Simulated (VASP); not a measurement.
Here is a VASP 6.6.1 calculation.

Contents of INCAR:

```
PREC = Accurate
ENCUT = 520
EDIFF = 1E-6
ISMEAR = 0
SIGMA = 0.15
LREAL = False
LASPH = True
NELM = 60
ALGO = Normal
ISIF = 2
LWAVE = False
LCHARG = True
GGA = PE
LELF = True
LVHAR = True
NBANDS = 11
```

KPOINTS

```
Automatic mesh
0
Gamma
  22 22 22
```

File POSCAR:

```
Pt
1.0
    0.0000000000      2.0613881366      2.0613881366
    2.0613881366      0.0000000000      2.0613881366
    2.0613881366      2.0613881366      0.0000000000
Pt
1
Direct
    0.0000000000      0.0000000000      0.0000000000
```

Potentials or basis: VASP PAW PBE potentials, release 64 (Pt).

The run is started by

```sh
$ cat potpaw_PBE.64/Pt/POTCAR > POTCAR
$ mpirun -np 1 vasp_std > vasp.out
```

**Question.** Estimate the pressure.

**Answer.** -20.8 GPa.

**Question.** Estimate the band gap on the k mesh.

**Answer.** Zero (band 5 reaches 8.96 eV, above the bottom of band 6 at 7.25 eV).

Caveat: spin-orbit coupling is left out, which moves the levels of the heavy elements.
